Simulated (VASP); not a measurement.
# Si16B (a cell with a defect) in VASP: notebook

The runs below take Si16B (a cell with a defect) through single point, with PBEsol.

Everything below comes from runs of VASP 6.6.1. Logs are shortened: lines on timing, memory, paths and dates and some standing lists are left out, and cuts for length are marked.

### Step 1. The cell of the first run

The cell holds a defect, 17 atoms: a = 7.679 Å, b = 7.679 Å, c = 7.679 Å, α = 60.00°, β = 60.00°, γ = 60.00°.

### Step 2. Single point, PBEsol, collinear spin, zero start

File INCAR:

```
SYSTEM = Si16B
  ALGO = Normal
  EDIFF = 1E-6
  ENCUT = 520
  GGA = PS
  ISIF = 2
  ISMEAR = -1
  ISPIN = 2
  LASPH = .TRUE.
  LCHARG = .TRUE.
  LELF = .TRUE.
  LORBIT = 11
  LREAL = Auto
  LVHAR = .TRUE.
  LWAVE = .FALSE.
  MAGMOM = 0 0 0 0 0 0 0 0 0 0 0 0 0 0 0 0 0
  NBANDS = 52
  NELM = 150
  PREC = Accurate
  SIGMA = 0.05
```

File KPOINTS:

```
k-points
0
G
  2 2 2
  0 0 0
```

File POSCAR:

```
Si16B
1.0
    0.0000000000      5.4300000000      5.4300000000
    5.4300000000      0.0000000000      5.4300000000
    5.4300000000      5.4300000000      0.0000000000
Si B
16 1
Direct
   -0.0017430939      0.0080340700     -0.0018942910
    0.1255588398      0.1252319521      0.1253717311
   -0.0001281768      0.0016653775      0.4988370166
    0.1224179558      0.1254006446      0.6249967772
   -0.0037243094      0.4970421731     -0.0038939227
    0.1189377532      0.6260898711      0.1187860037
    0.0059472376      0.5014684162      0.5014280847
    0.1274917127      0.6282609576      0.6245907919
    0.4990239411      0.0016521179     -0.0003173112
    0.6251447514      0.1253799263      0.1222769797
    0.5024863720     -0.0015465930      0.5023475138
    0.6270979742      0.1229049724      0.6269082873
    0.5015752302      0.5014654696      0.0057697053
    0.6247584715      0.6282492634      0.1273026703
    0.5001909761      0.4958944751      0.5000023941
    0.6236245856      0.6195706262      0.6234244015
    0.8142181400      0.3524361878      0.8140936464
```

Potentials or basis: VASP PAW PBE potentials, release 64 (Si, B).

Run with:

```console
$ cat potpaw_PBE.64/Si/POTCAR potpaw_PBE.64/B/POTCAR > POTCAR
$ mpirun -np 1 vasp_std > vasp.out
```

OUTCAR:

```text
SYSTEM = Si16B
   EDIFF = 1E-6
   ENCUT = 520
   GGA = PS
   ISIF = 2
   ISMEAR = -1
   ISPIN = 2
   LASPH = .TRUE.
   LORBIT = 11
   LREAL = Auto
   NELM = 150
   PREC = Accurate

 ion  position               nearest neighbor table
   1  0.998  0.008  0.998-   2 2.33   4 2.34  10 2.34  17 2.35   6 2.40
   2  0.126  0.125  0.125-   1 2.33   5 2.33   9 2.34   3 2.34
   3  1.000  0.002  0.499-   4 2.34  12 2.34   8 2.34   2 2.34
   4  0.122  0.125  0.625-   3 2.34   1 2.34   7 2.36  11 2.38  17 2.39
   5  0.996  0.497  0.996-   8 2.33  14 2.33   2 2.33   6 2.35
   6  0.119  0.626  0.119-   5 2.35   1 2.40  13 2.40   7 2.40
   7  0.006  0.501  0.501-  17 2.16   8 2.33   4 2.36  16 2.40   6 2.40
   8  0.127  0.628  0.625-   7 2.33   5 2.33  15 2.34   3 2.34
   9  0.499  0.002  1.000-  10 2.34  12 2.34  14 2.34   2 2.34
  10  0.625  0.125  0.122-   9 2.34   1 2.34  13 2.36  11 2.38  17 2.39
  11  0.502  0.998  0.502-  12 2.34  16 2.38   4 2.38  10 2.38
  12  0.627  0.123  0.627-   3 2.34   9 2.34  15 2.34  11 2.34
  13  0.502  0.501  0.006-  17 2.15  14 2.33  10 2.36  16 2.40   6 2.40
  14  0.625  0.628  0.127-  13 2.33   5 2.33  15 2.34   9 2.34
  15  0.500  0.496  0.500-  16 2.32  14 2.34   8 2.34  12 2.34
  16  0.624  0.620  0.623-  17 2.15  15 2.32  11 2.38   7 2.40  13 2.40
  17  0.814  0.352  0.814-  16 2.15  13 2.15   7 2.16   1 2.35  10 2.39   4 2.39

  LATTYP: Found a face centered cubic cell.
 ALAT       =    10.8600000000

  Lattice vectors:

 A1 = (   0.0000000000,   5.4300000000,   5.4300000000)
 A2 = (   5.4300000000,   0.0000000000,   5.4300000000)
 A3 = (   5.4300000000,   5.4300000000,   0.0000000000)

Analysis of symmetry for initial positions (statically):
=====================================================================
 Subroutine PRICEL returns:
 Original cell was already a primitive cell.

 Routine SETGRP: Setting up the symmetry group for a
 face centered cubic supercell.

 Subroutine GETGRP returns: Found  1 space group operations
 (whereof  1 operations were pure point group operations)
 out of a pool of 48 trial point group operations.

The static configuration has the point symmetry C_1 .

Analysis of symmetry for dynamics (positions and initial velocities):
=====================================================================
 Subroutine PRICEL returns:
 Original cell was already a primitive cell.

 Routine SETGRP: Setting up the symmetry group for a
 face centered cubic supercell.

 Subroutine GETGRP returns: Found  1 space group operations
 (whereof  1 operations were pure point group operations)
 out of a pool of 48 trial point group operations.

The dynamic configuration has the point symmetry C_1 .

[... 171 lines left out ...]
  free energy    TOTEN  =       -94.37857797 eV

  energy without entropy =      -94.32253572  energy(sigma->0) =      -94.35055684

 E-fermi :   6.2812     XC(G=0):  -9.7080

 val. band max:        6.2401340299   @ k =   0.5000   0.5000   0.0000
 cond. band min:       6.2917173905   @ k =   0.0000   0.5000   0.0000
 fundamental gap:      0.0515833606
 Fermi energy:         6.2812354595

 spin component 1

 k-point     1 :       0.0000    0.0000    0.0000
  band No.  band energies     occupation
      1      -6.4492      1.00000
      2      -4.3225      1.00000
      3      -4.0242      1.00000
      4      -3.9746      1.00000
      5      -3.6178      1.00000
      6      -2.5886      1.00000
[... 373 lines left out ...]
     44       9.9207      0.00000
     45      10.1254      0.00000
 Fermi energy:         6.2812354595

 spin component 2

 k-point     1 :       0.0000    0.0000    0.0000
  band No.  band energies     occupation
      1      -6.4492      1.00000
      2      -4.3225      1.00000
      3      -4.0242      1.00000
      4      -3.9746      1.00000
      5      -3.6178      1.00000
      6      -2.5886      1.00000
[... 373 lines left out ...]
     44       9.9207      0.00000
     45      10.1254      0.00000
 [bands above 45 left out]

------------------------ aborting loop because EDIFF is reached ----------------------------------------

  FORCE on cell =-STRESS in cart. coord.  units (eV):
  Direction    XX          YY          ZZ          XY          YZ          ZX
  --------------------------------------------------------------------------------------
  -------------------------------------------------------------------------------------
  Total        1.6807948      2.4089543      1.6786413      1.3418953      1.3443428      1.5133086
  in kB        8.4099961     12.0534025      8.3992209      6.7142843      6.7265305      7.5719652
  external PRESSURE =       9.6208731 kB  Pullay stress =       0.0000000 kB

 VOLUME and BASIS-vectors are now :
 -----------------------------------------------------------------------------
  energy-cutoff  :      520.00
  volume of cell :      320.21
      direct lattice vectors                 reciprocal lattice vectors
     0.000000000  5.430000000  5.430000000    -0.092081031  0.092081031  0.092081031
     5.430000000  0.000000000  5.430000000     0.092081031 -0.092081031  0.092081031
     5.430000000  5.430000000  0.000000000     0.092081031  0.092081031 -0.092081031

 POSITION                                       TOTAL-FORCE (eV/Angst)
 -----------------------------------------------------------------------------------
      5.46334     10.84025      5.46416         0.010209      0.018876      0.010581
      1.36078      1.36255      1.36179         0.010681     -0.009928      0.010016
      2.71773      8.13799      5.43835         0.010220      0.005042      0.010473
      4.07466      4.05846      1.34566         0.025425     -0.009819      0.008546
      8.10779     10.81863      8.10872         0.009483      0.000172      0.010171
      4.04468      1.29084      4.04550        -0.001046      0.023878     -0.000873
[... 9 lines left out ...]
      6.74946      6.77148      6.75055         0.003865      0.020351      0.003078
      6.33426      8.84173      6.33493        -0.182779     -0.008903     -0.182381
 -----------------------------------------------------------------------------------
    total drift:                               -0.000706     -0.007719     -0.002318

  FREE ENERGIE OF THE ION-ELECTRON SYSTEM (eV)
  ---------------------------------------------------
  free  energy   TOTEN  =       -94.3785779678 eV

  energy  without entropy=      -94.3225357163  energy(sigma->0) =      -94.35055684

 total charge

# of ion       s       p       d       tot
------------------------------------------
    1        0.744   0.930   0.000   1.674
    2        0.743   0.957   0.000   1.700
    3        0.741   0.959   0.000   1.700
    4        0.748   0.923   0.000   1.671
    5        0.745   0.954   0.000   1.700
    6        0.762   0.908   0.000   1.670
[... 9 lines left out ...]
   16        0.747   0.923   0.000   1.670
   17        0.744   0.921   0.000   1.665
--------------------------------------------------
tot         12.690  15.955   0.000  28.645

 magnetization (x)

# of ion       s       p       d       tot
------------------------------------------
    1        0.000   0.000   0.000   0.000
    2        0.000   0.000   0.000   0.000
    3       -0.000  -0.000   0.000  -0.000
    4        0.000   0.000   0.000   0.000
    5        0.000   0.000   0.000   0.000
    6        0.000   0.000   0.000   0.000
[... 9 lines left out ...]
   16        0.000   0.000   0.000   0.000
   17        0.000   0.000   0.000   0.000
--------------------------------------------------
tot          0.000   0.000   0.000   0.000
```

stdout:

```text
POSCAR found type information on POSCAR SiB
 POSCAR found :  2 types and      17 ions
 scaLAPACK will be used
 -----------------------------------------------------------------------------
|                                                                             |
|                                                                             |
|     You enforced a specific xc type in the INCAR file but a different       |
|     I HOPE YOU KNOW WHAT YOU ARE DOING!                                     |
|                                                                             |
 -----------------------------------------------------------------------------

 LDA part: xc-table for (Slater+PW92), standard interpolation
 POSCAR, INCAR and KPOINTS ok, starting setup
 FFT: planning ... GRIDC
 FFT: planning ... GRID_SOFT
 FFT: planning ... GRID
 WAVECAR not read
 entering main loop
```

It took 18 min on 1 thread of Intel Xeon 8259CL, shared host; peak memory 0.71 GiB.

What came out:

| Item | Value |
| --- | --- |
| Free energy | -94.3786 eV |
| Pressure | 1.0 GPa |
| Largest force | 0.258 eV/Å |
| Net moment | 0.00 μB per cell |
| Valence electrons inside the program's atomic spheres | Si 1.67, 1.70, 1.68, 1.71 (each value once); B 1.67 |

Forces on the atoms (eV/Å):
```
Si   0.010  0.019  0.011
Si   0.011 -0.010  0.010
Si   0.010  0.005  0.010
Si   0.025 -0.010  0.009
Si   0.009  0.000  0.010
Si  -0.001  0.024 -0.001
Si   0.029 -0.018  0.008
Si   0.013 -0.004  0.014
Si   0.011  0.006  0.011
Si   0.009 -0.010  0.026
Si   0.016  0.007  0.016
Si   0.018  0.010  0.017
Si   0.008 -0.018  0.028
Si   0.014 -0.004  0.013
Si  -0.003 -0.008 -0.002
Si   0.004  0.020  0.003
B   -0.183 -0.009 -0.182
```

Stress tensor (GPa, compression positive):
```
0.84 0.67 0.76
0.67 1.21 0.67
0.76 0.67 0.84
```

Caveat: the k points lie up to 0.50 Å⁻¹ apart; no moment was typed at the start, so none could form; the PAW data sets were made with another functional, which shifts forces and pressure a little.

(Part 1 of 2 ends here.)
